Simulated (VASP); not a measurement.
# GaN (P6_3mc) in VASP: further runs, part 3 of 4

VASP 6.6.1. The steps go on from the part before.

### Step 4. Single point, r2SCAN (strain +0.015 along x and y, -0.030 along z)

POSCAR

```
GaN
1.0
    3.2276996554      0.0000000000      0.0000000000
   -1.6138498277      2.7952698973      0.0000000000
    0.0000000000      0.0000000000      5.0110200000
Ga N
2 2
Direct
    0.3333333333      0.6666666667      0.0000000000
    0.6666666667      0.3333333333      0.5000000000
    0.3333333333      0.6666666667      0.3750000000
    0.6666666667      0.3333333333      0.8750000000
```

INCAR.step1

```
PREC = Accurate
ENCUT = 520
ISMEAR = 0
SIGMA = 0.05
LREAL = False
LASPH = True
NELM = 100
NBANDS = 26
GGA = PE
ALGO = Normal
EDIFF = 1E-4
LWAVE = True
LCHARG = False
```

INCAR.step2

```
PREC = Accurate
ENCUT = 520
EDIFF = 1E-7
ISMEAR = 0
SIGMA = 0.05
LREAL = False
LASPH = True
NELM = 100
ALGO = Normal
ISIF = 2
LWAVE = False
LCHARG = False
METAGGA = R2SCAN
LMIXTAU = True
NBANDS = 26
ISTART = 1
```

KPOINTS

```
regular mesh
0
Gamma
  12 12 6
```

Potentials or basis: VASP PAW PBE potentials, release 64 (Ga_d, N).

Started as:

```
> cat potpaw_PBE.64/Ga_d/POTCAR potpaw_PBE.64/N/POTCAR > POTCAR
> cp INCAR.step1 INCAR
> mpirun -np 1 vasp_std > vasp.out
> cp INCAR.step2 INCAR
> mpirun -np 1 vasp_std > vasp.out
```

OUTCAR:

```text
PREC = Accurate
   ENCUT = 520
   EDIFF = 1E-7
   ISMEAR = 0
   LREAL = False
   LASPH = True
   NELM = 100
   ISIF = 2
   METAGGA = R2SCAN
   ISTART = 1

 ion  position               nearest neighbor table
   1  0.333  0.667  0.000-   3 1.88   4 1.97   4 1.97   4 1.97
   2  0.667  0.333  0.500-   4 1.88   3 1.97   3 1.97   3 1.97
   3  0.333  0.667  0.375-   1 1.88   2 1.97   2 1.97   2 1.97
   4  0.667  0.333  0.875-   2 1.88   1 1.97   1 1.97   1 1.97

  LATTYP: Found a hexagonal cell.
 ALAT       =     3.2276996554
 C/A-ratio  =     1.5525050454

  Lattice vectors:

 A1 = (   3.2276996554,   0.0000000000,   0.0000000000)
 A2 = (  -1.6138498277,   2.7952698973,   0.0000000000)
 A3 = (   0.0000000000,   0.0000000000,   5.0110200000)

Analysis of symmetry for initial positions (statically):
=====================================================================
 Subroutine PRICEL returns:
 Original cell was already a primitive cell.

 Routine SETGRP: Setting up the symmetry group for a
 hexagonal supercell.

 Subroutine GETGRP returns: Found 12 space group operations
 (whereof  6 operations were pure point group operations)
 out of a pool of 24 trial point group operations.

The static configuration has the point symmetry C_3v.
 The point group associated with its full space group is C_6v.

Analysis of symmetry for dynamics (positions and initial velocities):
=====================================================================
 Subroutine PRICEL returns:
 Original cell was already a primitive cell.

 Routine SETGRP: Setting up the symmetry group for a
 hexagonal supercell.

 Subroutine GETGRP returns: Found 12 space group operations
 (whereof  6 operations were pure point group operations)
 out of a pool of 24 trial point group operations.

The dynamic configuration has the point symmetry C_3v.
 The point group associated with its full space group is C_6v.

 Subroutine INISYM returns: Found 12 space group operations
 (whereof  6 operations are pure point group operations),
 and found     1 'primitive' translations

----------------------------------------------------------------------------------------

                                     Primitive cell

  volume of cell :      45.2109

  direct lattice vectors                    reciprocal lattice vectors
     3.227699655  0.000000000  0.000000000     0.309818170  0.178873604  0.000000000
    -1.613849828  2.795269897  0.000000000     0.000000000  0.357747208  0.000000000
     0.000000000  0.000000000  5.011020000     0.000000000  0.000000000  0.199560169

  length of vectors
     3.227699655  3.227699655  5.011020000     0.357747208  0.357747208  0.199560169

  position of ions in fractional coordinates (direct lattice)
     0.333333333  0.666666667  0.000000000
     0.666666667  0.333333333  0.500000000
     0.333333333  0.666666667  0.375000000
     0.666666667  0.333333333  0.875000000

  ion indices of the primitive-cell ions
   primitive index   ion index
                 1           1
                 2           2
                 3           3
                 4           4

----------------------------------------------------------------------------------------

 KPOINTS: regular mesh

Automatic generation of k-mesh.
 Grid dimensions read from file:
 generate k-points for:   12   12    6

 Generating k-lattice:

  Cartesian coordinates                     Fractional coordinates (reciprocal lattice)
     0.025818181  0.014906134  0.000000000     0.083333333  0.000000000  0.000000000
     0.000000000  0.029812267  0.000000000     0.000000000  0.083333333  0.000000000
     0.000000000  0.000000000  0.033260028     0.000000000  0.000000000  0.166666667

  Length of vectors
     0.029812267  0.029812267  0.033260028

  Shift w.r.t. Gamma in fractional coordinates (k-lattice)
     0.000000000  0.000000000  0.000000000

 Subroutine IBZKPT returns following result:
 ===========================================

 Found     76 irreducible k-points:

 Following reciprocal coordinates:
            Coordinates               Weight
  0.000000  0.000000  0.000000      1.000000
  0.083333  0.000000  0.000000      6.000000
  0.166667  0.000000  0.000000      6.000000
  0.250000  0.000000  0.000000      6.000000
  0.333333  0.000000  0.000000      6.000000
  0.416667  0.000000  0.000000      6.000000
[... 16 lines left out ...]
  0.250000  0.000000  0.166667     12.000000
  0.333333  0.000000  0.166667     12.000000
 [... further k-points ...]
   k-points           NKPTS =     76   k-points in BZ     NKDIM =     76   number of bands    NBANDS=     26
   number of dos      NEDOS =    301   number of ions     NIONS =      4
   total plane-waves  NPLWV =  23040
   dimension x,y,z NGX =    24 NGY =   24 NGZ =   40
   dimension x,y,z NGXF=    48 NGYF=   48 NGZF=   80
   ions per type =               2   2
   NGX,Y,Z   is equivalent  to a cutoff of  12.36, 12.36, 13.27 a.u.
   NGXF,Y,Z  is equivalent  to a cutoff of  24.72, 24.72, 26.54 a.u.
 SYSTEM =  unknown system
   PREC   = accura    normal or accurate (medium, high low for compatibility)
   ISTART =      1    job   : 0-new  1-cont  2-samecut
   ICHARG =      0    charge: 1-file 2-atom 10-const
   ISPIN  =      1    spin polarized calculation?
   LNONCOLLINEAR =      F non collinear calculations
   LSORBIT =      F    spin-orbit coupling
   LASPH  =      T    aspherical Exc in radial PAW
   ENCUT  =  520.0 eV  38.22 Ry    6.18 a.u.   6.00  6.00  9.32*2*pi/ulx,y,z
   NELM   =    100;   NELMIN=  2; NELMDL=  0     # of ELM steps
   EDIFF  = 0.1E-06   stopping-criterion for ELM
   LREAL  =      F    real-space projection
   EDIFFG = 0.1E-05   stopping-criterion for IOM
   NSW    =      0    number of steps for IOM
   IBRION =     -1    ionic relax: 0-MD 1-quasi-New 2-CG
   NFREE  =      0    steps in history (QN), initial steepest desc. (CG)
   ISIF   =      2    stress and relaxation
   ISYM   =      2    0-nonsym 1-usesym 2-fastsym
   POTIM  = 0.5000    time-step for ionic-motion
   TEBEG  =    0.0;   TEEND  =   0.0 temperature during run
   PSTRESS=    0.0 pullay stress
   NELECT =      36.0000    total number of electrons
   NUPDOWN=      -1.0000    fix difference up-down
   EMIN   =  10.00;   EMAX   =-10.00  energy-range for DOS
   EFERMI =   0.00;   METHOD = LEGACY
   ISMEAR =     0;   SIGMA  =   0.05  broadening in eV -4-tet -1-fermi 0-gaus
   EFERMI_NEDOS =   21; number of points for ismear=-14 and -15
   IALGO  =     38    algorithm
   IMIX   =      4    mixing-type and parameters
     AMIX     =   0.40;   BMIX     =  1.00
     AMIX_MAG =   1.60;   BMIX_MAG =  1.00
  volume/ion in A,a.u.               =      11.30        76.27
  Fermi-wavevector in a.u.,A,eV,Ry     =   1.517381  2.867434 31.326671  2.302445
  Thomas-Fermi vector in A             =   2.626644
   LORBIT       =      0    0 simple, 1 ext, 2 COOP (PROOUT), +10 PAW based schemes
   METAGGA = R2SCAN    functional components
   LHFCALC =     F    Hartree Fock is set to
   AEXX    =    0.0000 exact exchange contribution
   IVDW    =     0    specifies the selected vdW correction
   LEPSILON=     F    determine dielectric tensor
   LRPA    =     F    only Hartree local field effects (RPA)
 non-spin polarized calculation
 Gauss-broadening in eV      SIGMA  =   0.05
  energy-cutoff  :      520.00
  volume of cell :       45.21
 maximum number of plane-waves:      1242
   NGX = 13   NGY = 13   NGZ = 19

 number of electron      35.9999991 magnetization

 Free energy of the ion-electron system (eV)
  ---------------------------------------------------
  ext. energy  EPLUGINS =         0.00000000
  ---------------------------------------------------
  free energy    TOTEN  =       -43.71620761 eV

  energy without entropy =      -43.71620761  energy(sigma->0) =      -43.71620761

 E-fermi :   5.4846     XC(G=0): -12.6943

 val. band max:        5.1972021836   @ k =   0.0000   0.0000   0.0000
 cond. band min:       7.5851366119   @ k =   0.0000   0.0000   0.0000
 fundamental gap:      2.3879344284
 Fermi energy:         5.4845909476

 k-point     1 :       0.0000    0.0000    0.0000
  band No.  band energies     occupation
      1     -11.7158      2.00000
      2     -10.6383      2.00000
      3      -8.6690      2.00000
      4      -8.6388      2.00000
      5      -8.6388      2.00000
      6      -8.5553      2.00000
[... 685 lines left out ...]
     25      17.4283      0.00000
     26      19.0579      0.00000

 [... further k-points ...]

------------------------ aborting loop because EDIFF is reached ----------------------------------------

  FORCE on cell =-STRESS in cart. coord.  units (eV):
  Direction    XX          YY          ZZ          XY          YZ          ZX
  --------------------------------------------------------------------------------------
  -------------------------------------------------------------------------------------
  Total       -1.1732502     -1.1732502      4.9773556      0.0000000      0.0000000     -0.0000000
  in kB      -41.5774848    -41.5774848    176.3868678      0.0000000      0.0000000     -0.0000000
  external PRESSURE =      31.0772994 kB  Pullay stress =       0.0000000 kB

 VOLUME and BASIS-vectors are now :
 -----------------------------------------------------------------------------
  energy-cutoff  :      520.00
  volume of cell :       45.21
      direct lattice vectors                 reciprocal lattice vectors
     3.227699655  0.000000000  0.000000000     0.309818170  0.178873604  0.000000000
    -1.613849828  2.795269897  0.000000000     0.000000000  0.357747208  0.000000000
     0.000000000  0.000000000  5.011020000     0.000000000  0.000000000  0.199560169

 POSITION                                       TOTAL-FORCE (eV/Angst)
 -----------------------------------------------------------------------------------
     -0.00000      1.86351      0.00000        -0.000000     -0.000000     -0.789849
      1.61385      0.93176      2.50551         0.000000      0.000000     -0.789849
     -0.00000      1.86351      1.87913        -0.000000     -0.000000      0.789849
      1.61385      0.93176      4.38464         0.000000     -0.000000      0.789849
 -----------------------------------------------------------------------------------
    total drift:                                0.000002      0.000003      0.008674

  FREE ENERGIE OF THE ION-ELECTRON SYSTEM (eV)
  ---------------------------------------------------
  free  energy   TOTEN  =       -43.7162076072 eV

  energy  without entropy=      -43.7162076072  energy(sigma->0) =      -43.71620761
```

It took 4.6 min on 1 thread of Intel Xeon 8259CL, shared host; peak memory 0.22 GiB.

What came out:

```yaml
Free_energy: -43.7162 eV
Pressure: 3.1 GPa
Largest_force: 0.790 eV/Å
Band_gap_on_the_k_mesh: 2.39 eV
```

Forces in eV/Å, atoms in the order of the input:
```
Ga   0.000  0.000 -0.790
Ga   0.000  0.000 -0.790
N    0.000  0.000  0.790
N    0.000  0.000  0.790
```

Stress tensor (GPa, compression positive):
```
-4.16  0.00  0.00
 0.00 -4.16  0.00
 0.00  0.00 17.64
```

Levels at points of the mesh, in eV from the valence-band top:
| k point | band 16 | band 17 | band 18 | band 19 | band 20 | band 21 |
| --- | --- | --- | --- | --- | --- | --- |
| (0.00, 0.00, 0.00) | -0.07 | -0.07 | 0.00 | 2.39 | 4.38 | 10.18 |
| (0.50, 0.00, 0.00) | -3.08 | -2.35 | -0.97 | 5.24 | 6.16 | 6.83 |
| (0.00, 0.00, 0.50) | -0.72 | -0.72 | -0.72 | 4.60 | 4.60 | 9.48 |
| (0.50, 0.00, 0.50) | -2.12 | -1.84 | -1.84 | 4.96 | 4.96 | 8.59 |

Caveat: the cell differs from its parent crystal (strain +0.015 along x and y, -0.030 along z); the cell stands under pressure; the PAW data sets were made with another functional, which shifts forces and pressure a little.

[end of part 3 of 4]
